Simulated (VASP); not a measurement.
Write the native input for VASP 6.6.1 that does the following.

```yaml
Task: relaxation of cell and atoms
Functional: PBEsol
Potentials_or_basis: VASP PAW PBE potentials, release 64 (Zn)
Cutoff: 600 eV
k_mesh: 6 × 6 × 4
Occupations: gaussian, width 0.1 eV
Spin: no spin polarisation
Dipole_correction: no
Further_INCAR_settings: ALGO = Fast; EDIFF = 1e-06; IBRION = 2; EDIFFG = -0.04; NSW = 90; ISIF = 3
```

The structure of Zn lies in POSCAR:

```
Zn
1.0
    2.1117641652     -3.5790486377      0.0000000000
    2.1117641652      3.5790486377      0.0000000000
    0.0000000000      0.0000000000      4.2291463431
Zn
4
Direct
    0.1525000000      0.8475000000      0.0785000000
    0.6525000000      0.3475000000      0.4215000000
    0.8475000000      0.1525000000      0.9215000000
    0.3475000000      0.6525000000      0.5785000000
```

The input as run:

INCAR

```
  PREC = Accurate
  ENCUT = 600
  EDIFF = 1E-6
  ISMEAR = 0
  SIGMA = 0.1
  LREAL = F
  LASPH = T
  NELM = 60
  ALGO = Fast
  ISIF = 3
  LWAVE = F
  LCHARG = F
  GGA = PS
  IBRION = 2
  NSW = 90
  EDIFFG = -0.04
```

KPOINTS

```
regular mesh
0
Gamma
  6 6 4
```

Potentials or basis: VASP PAW PBE potentials, release 64 (Zn).

Launch:

```console
$ cat potpaw_PBE.64/Zn/POTCAR > POTCAR
$ mpirun -np 1 vasp_std > vasp.out
```

It gave:

- Relaxed volume: 14.47 Å³/atom
- Relaxed cell: a = 3.321 Å, b = 3.321 Å, c = 5.272 Å, α = 90.00°, β = 90.00°, γ = 95.58°
- Space group after relaxing (to 0.1 Å): Fmmm (No. 69)
- Energy gained by relaxing: 268.0 meV/atom
- Ionic steps: 62
- Pressure after relaxing: 0.0 GPa
- Largest force after relaxing: 0.011 eV/Å

Caveat: the k points lie up to 0.32 Å⁻¹ apart in the final cell; the highest band is partly filled, so the run has too few bands; a cell axis changed by over 15 % at a fixed basis, so the end point is rough; the PAW data sets were made with another functional, which shifts forces and pressure a little.

Run time: 25 min on 1 thread of Intel(R) Xeon(R) 6975P-C (Granite Rapids) (shared host), peak memory 0.25 GiB.
